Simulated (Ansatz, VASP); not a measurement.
TiO2: VASP beside Ansatz

The input INCAR:

```
SYSTEM = TiO2
  PREC = Accurate
  ENCUT = 520
  EDIFF = 1E-7
  ISMEAR = 0
  SIGMA = 0.05
  LREAL = .False.
  LASPH = .True.
  NELM = 150
  ALGO = Normal
  ISIF = 2
  LWAVE = .False.
  LCHARG = .True.
  LMAXMIX = 4
  LDAU = .True.
  LDAUTYPE = 2
  LDAUL = 2 -1
  LDAUU = 4 0
  LDAUJ = 0 0
  LDAUPRINT = 1
  GGA = PE
  LELF = .True.
  LVHAR = .True.
  NBANDS = 33
```

File KPOINTS:

```
Automatic mesh
0
Gamma
  8 8 8
  0 0 0
```

POSCAR

```
TiO2
1.0
   -1.9089353641      1.8600517515      4.8692719073
    1.9089353641     -1.9578189767      4.9074506145
    1.9089353641      1.9578189767     -4.9074506145
Ti O
2 4
Direct
    0.0000000000      0.0000000000      0.0000000000
    0.7500000000      0.2500000000      0.5000000000
    0.2052765759      0.2052765759      0.0000000000
    0.9552765759      0.4552765759      0.5000000000
    0.5447234241      0.0447234241      0.5000000000
    0.7947234241      0.7947234241      0.0000000000
```

Input for Ansatz:

```yaml
crystal:
  lattice:
    - [-1.9089353641, 1.8600517515, 4.8692719073]
    - [1.9089353641, -1.9578189767, 4.9074506145]
    - [1.9089353641, 1.9578189767, -4.9074506145]
  atoms:
    - { symbol: Ti, position: [0.0, 0.0, 0.0] }
    - { symbol: Ti, position: [0.75, 0.25, 0.5] }
    - { symbol: O, position: [0.2052765759, 0.2052765759, 0.0] }
    - { symbol: O, position: [0.9552765759, 0.4552765759, 0.5] }
    - { symbol: O, position: [0.5447234241, 0.0447234241, 0.5] }
    - { symbol: O, position: [0.7947234241, 0.7947234241, 0.0] }
basis:
  ecutwfc: 420
kpoints:
  mp_grid: { grid: [8, 8, 8] }
hamiltonian:
  xc: pbe
  hubbard: { sites: [{ species: Ti, l: d, u_eff: 4.0 }] }
scf:
  occupations: { method: gaussian, width: 0.05 }
output:
  forces: true
  stress: true
  eigenvalues: true
```

Change from the starting cell: strain -0.0200 x Voigt [0, 0, 0, 1, 0, 0], atoms carried along.

Alike in both runs: task single point; functional PBE; k mesh 8 × 8 × 8; occupations gaussian, width 0.05 eV; no spin polarisation; Hubbard terms Ti d U = 4.0 eV.

|  | VASP | Ansatz |
| --- | --- | --- |
| version | VASP 6.6.1 | Ansatz 0.2.0 |
| potentials or method | VASP PAW PBE potentials, release 64 (Ti_sv, O), cutoff 520 eV | scalar-relativistic, plane waves, PAW |
| valence electrons in the cell | 48 | 48 |

Ansatz gave:

```
gap on the k mesh at the Fermi level (eV)                     : 2.64
least direct gap on the mesh (eV)                             : 2.91
pressure (GPa)                                                : 0.0
traceless stress, the component that is largest in VASP (GPa) : 1.91
rms of the force components (eV/Å)                            : 0.061
```

Q: Which values does VASP return?

A: gap on the k mesh at the Fermi level (eV): 2.68; least direct gap on the mesh (eV): 2.95; pressure (GPa): 4.2; traceless stress, the component that is largest in VASP (GPa): 1.92; rms of the force components (eV/Å): 0.091.

The programs project onto different local orbitals, so the same U acts differently, and such runs can settle in different states. Atom by atom the forces differ by 0.072 eV/Å (rms over components).
